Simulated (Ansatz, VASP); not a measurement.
# TiB2 in VASP and in Ansatz

File INCAR:

```
SYSTEM = TiB2
PREC     = Accurate       ! precision mode
ENCUT    = 520            ! plane-wave cutoff, eV
EDIFF    = 1E-6           ! SCF threshold, eV
ISMEAR   = -1             ! smearing method
SIGMA    = 0.08           ! smearing width, eV
LREAL    = .False.        ! projectors in reciprocal space
LASPH    = .True.         ! aspherical terms in the spheres
NELM     = 60             ! most SCF steps
ALGO     = Normal         ! electronic algorithm
ISIF     = 2              ! what is computed and relaxed
LWAVE    = .False.        ! write WAVECAR
LCHARG   = .False.        ! write CHGCAR
GGA      = PE             ! functional
NBANDS   = 16             ! bands
```

KPOINTS

```
regular mesh
0
Gamma
  15 15 13
  0 0 0
```

File POSCAR:

```
TiB2
1.0
    2.9673604788      0.0000000000      0.0000000000
   -1.4836802394      2.5698095569      0.0000000000
    0.0000000000      0.0000000000      3.1624957934
Ti B
1 2
Direct
    0.0000000000      0.0000000000      0.0000000000
    0.3333333333      0.6666666667      0.5000000000
    0.6666666667      0.3333333333      0.5000000000
```

Input for Ansatz:

```yaml
crystal:
  lattice:
    - [2.9673604788, 0.0, 0.0]
    - [-1.4836802394, 2.5698095569, 0.0]
    - [0.0, 0.0, 3.1624957934]
  atoms:
    - { symbol: Ti, position: [0.0, 0.0, 0.0] }
    - { symbol: B, position: [0.3333333333, 0.6666666667, 0.5] }
    - { symbol: B, position: [0.6666666667, 0.3333333333, 0.5] }
kpoints:
  mp_grid: { grid: [15, 15, 13] }
  band_path:
    path:
      - [0.0, 0.0, 0.0]
      - [0.5, 0.0, 0.0]
      - [0.3333333333, 0.3333333333, 0.0]
      - [0.0, 0.0, 0.0]
      - [0.0, 0.0, 0.5]
      - [0.5, 0.0, 0.5]
      - [0.3333333333, 0.3333333333, 0.5]
      - [0.0, 0.0, 0.5]
      - [0.5, 0.0, 0.5]
    npoints: 5
scf:
  occupations: { method: fermi_dirac, width: 0.08 }
hamiltonian:
  xc: pbe
  pseudopotentials: { kind: all_electron, lapw: { basis_error: 0.001 } }
output:
  forces: true
  stress: true
  eigenvalues: true
```

Change from the starting cell: volume scaled by 0.94.

Alike in both runs: task single point; functional PBE; k mesh 15 × 15 × 13; occupations fermi-dirac, width 0.08 eV; no spin polarisation.

|  | VASP | Ansatz |
| --- | --- | --- |
| version | VASP 6.6.1 | Ansatz 0.2.0 |
| potentials or method | VASP PAW PBE potentials, release 64 (Ti_sv, B), cutoff 520 eV | all-electron LAPW, scalar-relativistic |

|  | VASP | Ansatz | Ansatz less VASP |
| --- | --- | --- | --- |
| pressure (GPa) | 18.3 | 18.1 | -0.24 |
| traceless stress, the component that is largest in VASP (GPa) | -3.19 | -3.16 | +0.033 |

Ansatz ran all-electron here, and VASP with PAW potentials.
